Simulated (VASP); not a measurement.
# Te2Mo (P2_1/m) in VASP: single point with PBE+D3(BJ)

Aim: the single point of Te2Mo with PBE+D3(BJ).

Program: VASP 6.6.1. These are calculated values, not measurements. Logs are shortened: lines on timing, memory, paths and dates and some standing lists are left out, and cuts for length are marked.

## (1) The cell of the first run

It takes space group P2_1/m (No. 11, monoclinic). Conventional cell: a = 6.352 Å, b = 3.479 Å, c = 13.619 Å, α = 90.00°, β = 93.91°, γ = 90.00°. Within 3.9 Å of Te (site symmetry m) lie 3 Mo at 2.70 to 2.71 Å and 9 Te at 3.48 to 3.83 Å. Te (site symmetry m) has 3 Mo at 2.80 to 2.82 Å and 10 Te at 3.46 to 3.76 Å within 3.8 Å. Within 3.9 Å of Te (site symmetry m) lie 3 Mo at 2.71 Å and 9 Te at 3.48 to 3.83 Å. Te (site symmetry m) has 3 Mo at 2.80 to 2.81 Å and 10 Te at 3.46 to 3.76 Å within 3.8 Å. Mo (site symmetry m) has 6 Te at 2.70 to 2.81 Å and 4 Mo at 2.89 to 3.48 Å within 3.6 Å. Mo (site symmetry m) has 6 Te at 2.71 to 2.82 Å and 4 Mo at 2.89 to 3.48 Å within 3.6 Å.

## (2) Single point, PBE+D3(BJ) (25.02 Å³/atom)

File INCAR:

```
ALGO = Fast
EDIFF = 1E-6
ENCUT = 520
GGA = PE
ISIF = 2
ISMEAR = 0
IVDW = 12
KPAR = 4
LASPH = True
LCHARG = False
LREAL = False
LWAVE = False
NBANDS = 64
NELM = 60
PREC = Accurate
SIGMA = 0.1
```

File KPOINTS:

```
k-points
0
Gamma
  6 10 4
```

File POSCAR:

```
Te2Mo
1.0
    6.3520200290      0.0000000000      0.0052427324
    0.0000000000      3.4793592666      0.0000000000
   -0.9393729543      0.0000000000     13.5865979804
Te Mo
8 4
Direct
    0.5575377312      0.7500000000      0.3485304919
    0.4424622688      0.2500000000      0.6514695081
    0.5879327370      0.2500000000      0.1047954625
    0.4120672630      0.7500000000      0.8952045375
    0.0956850769      0.7500000000      0.1520875525
    0.9043149231      0.2500000000      0.8479124475
    0.0549341183      0.2500000000      0.3947487533
    0.9450658817      0.7500000000      0.6052512467
    0.3201254208      0.7500000000      0.5065531964
    0.6798745792      0.2500000000      0.4934468036
    0.1816456851      0.2500000000      0.0079617088
    0.8183543149      0.7500000000      0.9920382912
```

Potentials or basis: VASP PAW PBE potentials, release 64 (Te, Mo_sv).

Started as:

```sh
$ cat potpaw_PBE.64/Te/POTCAR potpaw_PBE.64/Mo_sv/POTCAR > POTCAR
$ mpirun -np 4 vasp_std > vasp.out
```

OUTCAR:

```text
EDIFF = 1E-6
   ENCUT = 520
   GGA = PE
   ISIF = 2
   ISMEAR = 0
   IVDW = 12
   LASPH = True
   LREAL = False
   NELM = 60
   PREC = Accurate
 IVDW          = 12

 ion  position               nearest neighbor table
   1  0.558  0.750  0.349-  10 2.70  10 2.70   9 2.71   7 3.62   7 3.62
   2  0.442  0.250  0.651-   9 2.70   9 2.70  10 2.71   8 3.62   8 3.62
   3  0.588  0.250  0.105-  12 2.80  12 2.80  11 2.82   4 3.46   4 3.46   5 3.67   5 3.67   5 3.68
                             5 3.68
   4  0.412  0.750  0.895-  11 2.80  11 2.80  12 2.82   3 3.46   3 3.46   6 3.67   6 3.67   6 3.68
                             6 3.68
   5  0.096  0.750  0.152-  11 2.71  11 2.71  12 2.71   3 3.67   3 3.67   3 3.68   3 3.68
   6  0.904  0.250  0.848-  12 2.71  12 2.71  11 2.71   4 3.67   4 3.67   4 3.68   4 3.68
   7  0.055  0.250  0.395-   9 2.80   9 2.80  10 2.81   8 3.46   8 3.46   1 3.62   1 3.62
   8  0.945  0.750  0.605-  10 2.80  10 2.80   9 2.81   7 3.46   7 3.46   2 3.62   2 3.62
   9  0.320  0.750  0.507-   2 2.70   2 2.70   1 2.71   7 2.80   7 2.80   8 2.81  10 2.89  10 2.89

  10  0.680  0.250  0.493-   1 2.70   1 2.70   2 2.71   8 2.80   8 2.80   7 2.81   9 2.89   9 2.89

  11  0.182  0.250  0.008-   5 2.71   5 2.71   6 2.71   4 2.80   4 2.80   3 2.82  12 2.89  12 2.89

  12  0.818  0.750  0.992-   6 2.71   6 2.71   5 2.71   3 2.80   3 2.80   4 2.82  11 2.89  11 2.89

  LATTYP: Found a simple monoclinic cell.
 ALAT       =     6.3520221926
 B/A-ratio  =     0.5477561572
 C/A-ratio  =     2.1440468596
 COS(beta)  =    -0.0681515880

  Lattice vectors:

 A1 = (   6.3520200290,   0.0000000000,   0.0052427324)
 A2 = (   0.0000000000,   3.4793592666,   0.0000000000)
 A3 = (  -0.9393729543,   0.0000000000,  13.5865979804)

Analysis of symmetry for initial positions (statically):
=====================================================================
 Subroutine PRICEL returns:
 Original cell was already a primitive cell.

 Routine SETGRP: Setting up the symmetry group for a
 simple monoclinic supercell.

 Subroutine GETGRP returns: Found  4 space group operations
 (whereof  2 operations were pure point group operations)
 out of a pool of  4 trial point group operations.

The static configuration has the point symmetry S_2 .
 The point group associated with its full space group is C_2h.

Analysis of symmetry for dynamics (positions and initial velocities):
=====================================================================
 Subroutine PRICEL returns:
 Original cell was already a primitive cell.

 Routine SETGRP: Setting up the symmetry group for a
 simple monoclinic supercell.

 Subroutine GETGRP returns: Found  4 space group operations
 (whereof  2 operations were pure point group operations)
 out of a pool of  4 trial point group operations.

The dynamic configuration has the point symmetry S_2 .
 The point group associated with its full space group is C_2h.

 Subroutine INISYM returns: Found  4 space group operations
 (whereof  2 operations are pure point group operations),
 and found     1 'primitive' translations

----------------------------------------------------------------------------------------

                                     Primitive cell

  volume of cell :     300.2940

  direct lattice vectors                    reciprocal lattice vectors
     6.352020029  0.000000000  0.005242732     0.157421251  0.000000000  0.010884054
     0.000000000  3.479359267  0.000000000     0.000000000  0.287409239  0.000000000
    -0.939372954  0.000000000 13.586597980    -0.000060745  0.000000000  0.073597742

  length of vectors
     6.352022193  3.479359267 13.619033234     0.157797062  0.287409239  0.073597767

  position of ions in fractional coordinates (direct lattice)
     0.557537731  0.750000000  0.348530492
     0.442462269  0.250000000  0.651469508
     0.587932737  0.250000000  0.104795463
     0.412067263  0.750000000  0.895204537
     0.095685077  0.750000000  0.152087552
     0.904314923  0.250000000  0.847912448
     0.054934118  0.250000000  0.394748753
     0.945065882  0.750000000  0.605251247
     0.320125421  0.750000000  0.506553196
     0.679874579  0.250000000  0.493446804
     0.181645685  0.250000000  0.007961709
     0.818354315  0.750000000  0.992038291

  ion indices of the primitive-cell ions
   primitive index   ion index
                 1           1
                 2           2
                 3           3
                 4           4
                 5           5
                 6           6
                 7           7
                 8           8
                 9           9
                10          10
                11          11
                12          12

----------------------------------------------------------------------------------------

 KPOINTS: k-points

Automatic generation of k-mesh.
 Grid dimensions read from file:
 generate k-points for:    6   10    4

 Generating k-lattice:

  Cartesian coordinates                     Fractional coordinates (reciprocal lattice)
     0.026236875  0.000000000  0.001814009     0.166666667  0.000000000  0.000000000
     0.000000000  0.028740924  0.000000000     0.000000000  0.100000000  0.000000000
    -0.000015186  0.000000000  0.018399436     0.000000000  0.000000000  0.250000000

  Length of vectors
     0.026299510  0.028740924  0.018399442

  Shift w.r.t. Gamma in fractional coordinates (k-lattice)
     0.000000000  0.000000000  0.000000000

 Subroutine IBZKPT returns following result:
 ===========================================

 Found     84 irreducible k-points:

 Following reciprocal coordinates:
            Coordinates               Weight
  0.000000  0.000000  0.000000      1.000000
  0.166667  0.000000 -0.000000      2.000000
  0.333333  0.000000 -0.000000      2.000000
  0.500000  0.000000 -0.000000      1.000000
  0.000000  0.100000  0.000000      2.000000
  0.166667  0.100000 -0.000000      4.000000
[... 16 lines left out ...]
  0.333333  0.500000 -0.000000      2.000000
  0.500000  0.500000 -0.000000      1.000000
 [... further k-points ...]
   k-points           NKPTS =     84   k-points in BZ     NKDIM =     84   number of bands    NBANDS=     64
   number of dos      NEDOS =    301   number of ions     NIONS =     12
   total plane-waves  NPLWV = 145152
   dimension x,y,z NGX =    48 NGY =   28 NGZ =  108
   dimension x,y,z NGXF=    96 NGYF=   56 NGZF=  216
   ions per type =               8   4
   NGX,Y,Z   is equivalent  to a cutoff of  12.56, 13.38, 13.18 a.u.
   NGXF,Y,Z  is equivalent  to a cutoff of  25.13, 26.76, 26.37 a.u.
 SYSTEM =  unknown system
   PREC   = accura    normal or accurate (medium, high low for compatibility)
   ISTART =      0    job   : 0-new  1-cont  2-samecut
   ICHARG =      2    charge: 1-file 2-atom 10-const
   ISPIN  =      1    spin polarized calculation?
   LNONCOLLINEAR =      F non collinear calculations
   LSORBIT =      F    spin-orbit coupling
   LASPH  =      T    aspherical Exc in radial PAW
   ENCUT  =  520.0 eV  38.22 Ry    6.18 a.u.  11.81  6.47 25.32*2*pi/ulx,y,z
   NELM   =     60;   NELMIN=  2; NELMDL= -5     # of ELM steps
   EDIFF  = 0.1E-05   stopping-criterion for ELM
   LREAL  =      F    real-space projection
[... 7 lines left out ...]
   TEBEG  =    0.0;   TEEND  =   0.0 temperature during run
   PSTRESS=    0.0 pullay stress
   NELECT =     104.0000    total number of electrons
   NUPDOWN=      -1.0000    fix difference up-down
   EMIN   =  10.00;   EMAX   =-10.00  energy-range for DOS
   EFERMI =   0.00;   METHOD = LEGACY
   ISMEAR =     0;   SIGMA  =   0.10  broadening in eV -4-tet -1-fermi 0-gaus
   EFERMI_NEDOS =   21; number of points for ismear=-14 and -15
   IALGO  =     68    algorithm
   IMIX   =      4    mixing-type and parameters
     AMIX     =   0.40;   BMIX     =  1.00
     AMIX_MAG =   1.60;   BMIX_MAG =  1.00
  volume/ion in A,a.u.               =      25.02       168.87
  Fermi-wavevector in a.u.,A,eV,Ry     =   1.149663  2.172547 17.983148  1.321724
  Thomas-Fermi vector in A             =   2.286331
   LORBIT       =      0    0 simple, 1 ext, 2 COOP (PROOUT), +10 PAW based schemes
   GGA     = PE    functional components
   LHFCALC =     F    Hartree Fock is set to
   AEXX    =    0.0000 exact exchange contribution
   IVDW    =    12    specifies the selected vdW correction
   LEPSILON=     F    determine dielectric tensor
   LRPA    =     F    only Hartree local field effects (RPA)
 non-spin polarized calculation
 RMM-DIIS sequential band-by-band and
 Gauss-broadening in eV      SIGMA  =   0.10
  energy-cutoff  :      520.00
  volume of cell :      300.29
 maximum number of plane-waves:      8153
   NGX = 23   NGY = 13   NGZ = 51

 number of electron     103.9999997 magnetization

 Free energy of the ion-electron system (eV)
  ---------------------------------------------------
  ext. energy  EPLUGINS =         0.00000000
  ---------------------------------------------------
  free energy    TOTEN  =       -71.76498248 eV

  energy without entropy =      -71.74481655  energy(sigma->0) =      -71.75489952

 E-fermi :   8.4463     XC(G=0): -10.4412

 val. band max:        8.4383046886   @ k =   0.5000   0.0000   0.5000
 cond. band min:       8.4468384430   @ k =   0.1667   0.2000   0.2500
 fundamental gap:      0.0085337544
 Fermi energy:         8.4463193988

 k-point     1 :       0.0000    0.0000    0.0000
  band No.  band energies     occupation
      1     -52.6925      2.00000
      2     -52.6779      2.00000
      3     -52.6329      2.00000
      4     -52.6181      2.00000
      5     -26.9529      2.00000
      6     -26.9402      2.00000
[... 56 lines left out ...]
     63      11.3574      0.00000
     64      11.4308      0.00000

 k-point     2 :       0.1667    0.0000   -0.0000
  band No.  band energies     occupation
      1     -52.6925      2.00000
      2     -52.6779      2.00000
      3     -52.6330      2.00000
      4     -52.6181      2.00000
      5     -26.9509      2.00000
      6     -26.9382      2.00000
[... 1530 lines left out ...]
     63      10.6684      0.00000
     64      10.6684      0.00000

 [... further k-points ...]

------------------------ aborting loop because EDIFF is reached ----------------------------------------

 Edisp (eV)   -6.42105

 E8    (eV) :    -2.9615

  FORCE on cell =-STRESS in cart. coord.  units (eV):
  Direction    XX          YY          ZZ          XY          YZ          ZX
  --------------------------------------------------------------------------------------
  -------------------------------------------------------------------------------------
  Total      -2.16596    -2.13802    -2.12458     0.00000     0.00000     0.02909
  in kB     -11.55618   -11.40713   -11.33539     0.00000     0.00000     0.15521
  external pressure =      -11.43 kB  Pullay stress =        0.00 kB

 VOLUME and BASIS-vectors are now :
 -----------------------------------------------------------------------------
  energy-cutoff  :      520.00
  volume of cell :      300.29
      direct lattice vectors                 reciprocal lattice vectors
     6.352020029  0.000000000  0.005242732     0.157421251  0.000000000  0.010884054
     0.000000000  3.479359267  0.000000000     0.000000000  0.287409239  0.000000000
    -0.939372954  0.000000000 13.586597980    -0.000060745  0.000000000  0.073597742

 POSITION                                       TOTAL-FORCE (eV/Angst)
 -----------------------------------------------------------------------------------
      3.21409      2.60952      4.73827        -0.002269      0.000000     -0.014260
      2.19856      0.86984      8.85357         0.002269      0.000000      0.014260
      3.63612      0.86984      1.42690        -0.007261      0.000000      0.015290
      1.77653      2.60952     12.16494         0.007261      0.000000     -0.015290
      0.46493      2.60952      2.06685         0.003168      0.000000      0.013247
      4.94772      0.86984     11.52499        -0.003168      0.000000     -0.013247
     -0.02187      0.86984      5.36358         0.004773     -0.000000     -0.010157
      5.43452      2.60952      8.22826        -0.004773      0.000000      0.010157
      1.55760      2.60952      6.88401        -0.014020     -0.000000      0.000241
      3.85505      0.86984      6.70783         0.014020      0.000000     -0.000241
      1.14634      0.86984      0.10912         0.014145      0.000000     -0.007776
      4.26631      2.60952     13.48272        -0.014145     -0.000000      0.007776
 -----------------------------------------------------------------------------------
    total drift:                                0.000000     -0.000000      0.000000

  FREE ENERGIE OF THE ION-ELECTRON SYSTEM (eV)
  ---------------------------------------------------
  free  energy   TOTEN  =       -78.1860308377 eV

  energy  without entropy=      -78.1658649014  energy(sigma->0) =      -78.17594787
```

Wall time 17 min (4 MPI ranks of Oxide Virtual Turin-like, shared host); peak memory 1.2 GiB.

What came out:

```
Free energy                : -78.1860 eV
Pressure                   : -1.1 GPa
Largest force              : 0.017 eV/Å
Band gap on the k mesh     : zero (bands 52 and 53 overlap by 0.31 eV)
Dispersion energy per atom : -0.535 eV
```

Forces in eV/Å, atoms in the order of the input:
```
Te  -0.002  0.000 -0.014
Te   0.002  0.000  0.014
Te  -0.007  0.000  0.015
Te   0.007  0.000 -0.015
Te   0.003  0.000  0.013
Te  -0.003  0.000 -0.013
Te   0.005  0.000 -0.010
Te  -0.005  0.000  0.010
Mo  -0.014  0.000  0.000
Mo   0.014  0.000  0.000
Mo   0.014  0.000 -0.008
Mo  -0.014  0.000  0.008
```

Caveat: spin-orbit coupling is left out, which moves the levels of the heavy elements.
